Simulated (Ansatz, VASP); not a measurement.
**Fe4Si: VASP beside Ansatz**

File INCAR:

```
ALGO = Normal
EDIFF = 1E-7
ENCUT = 520
GGA = PE
ISIF = 2
ISMEAR = 0
ISPIN = 2
LASPH = True
LCHARG = False
LMAXMIX = 4
LORBIT = 11
LREAL = False
LWAVE = False
MAGMOM = 4 4 4 4 0
NBANDS = 30
NELM = 150
PREC = Accurate
SIGMA = 0.1
```

KPOINTS

```
k-points
0
Gamma
  6 6 4
```

POSCAR

```
Fe4Si
1.0
    3.3485754600      0.0000000000      0.0000000000
   -1.6742877300      2.8999514100      0.0000000000
    0.0000000000      0.0000000000      6.8812692100
Fe Si
4 1
Direct
    0.3333333300      0.6666666700      0.5000000000
    0.6666666700      0.3333333300      0.8051996500
    0.6666666700      0.3333333300      0.1948003500
    0.3333333300      0.6666666700      0.0000000000
    0.0000000000      0.0000000000      0.5000000000
```

Input for Ansatz:

```yaml
crystal:
  lattice:
    - [3.34857546, 0.0, 0.0]
    - [-1.67428773, 2.89995141, 0.0]
    - [0.0, 0.0, 6.88126921]
  atoms:
    - { symbol: Fe, position: [0.33333333, 0.66666667, 0.5], spin: 4.0 }
    - { symbol: Fe, position: [0.66666667, 0.33333333, 0.80519965], spin: 4.0 }
    - { symbol: Fe, position: [0.66666667, 0.33333333, 0.19480035], spin: 4.0 }
    - { symbol: Fe, position: [0.33333333, 0.66666667, 0.0], spin: 4.0 }
    - { symbol: Si, position: [0.0, 0.0, 0.5] }
basis:
  ecutwfc: 420
kpoints:
  mp_grid: { grid: [6, 6, 4] }
hamiltonian:
  xc: pbe
scf:
  occupations: { method: gaussian, width: 0.1 }
  lower_state_search: "off"
output:
  forces: true
  stress: true
  eigenvalues: true
  populations: true
magnetization:
  spin_polarized: true
```

Alike in both runs: task single point; functional PBE; k mesh 6 × 6 × 4; occupations gaussian, width 0.1 eV; collinear spin.

|  | VASP | Ansatz |
| --- | --- | --- |
| version | VASP 6.6.1 | Ansatz 0.2.0 |
| potentials or method | VASP PAW PBE potentials, release 64 (Fe, Si), cutoff 520 eV | scalar-relativistic, plane waves, PAW |
| valence electrons in the cell | 36 | 68 |

VASP gave:

- gap on the k mesh at the Fermi level (eV): none
- pressure (GPa): 17.3
- traceless stress, the component that is largest in VASP (GPa): -29.13
- rms of the force components (eV/Å): 0.658
- net moment per atom (μB): 1.71
- size of the moment on the site where the two differ most (μB): 2.71

Question: Estimate Ansatz's values.

Answer: gap on the k mesh at the Fermi level (eV): none; pressure (GPa): 17.2; traceless stress, the component that is largest in VASP (GPa): -28.94; rms of the force components (eV/Å): 0.670; net moment per atom (μB): 1.71; size of the moment on the site where the two differ most (μB): 2.68.

Site moments also hang on the region over which each program counts them. Atom by atom the forces differ by 0.012 eV/Å (rms over components). A gap of «none» marks a metal or a gap that the smearing closes. VASP's potentials hold 36 valence electrons a cell and Ansatz's 68, so a difference there can come from the potentials and not from the codes.

The k mesh is coarse, so the values compare programs but aren't converged.
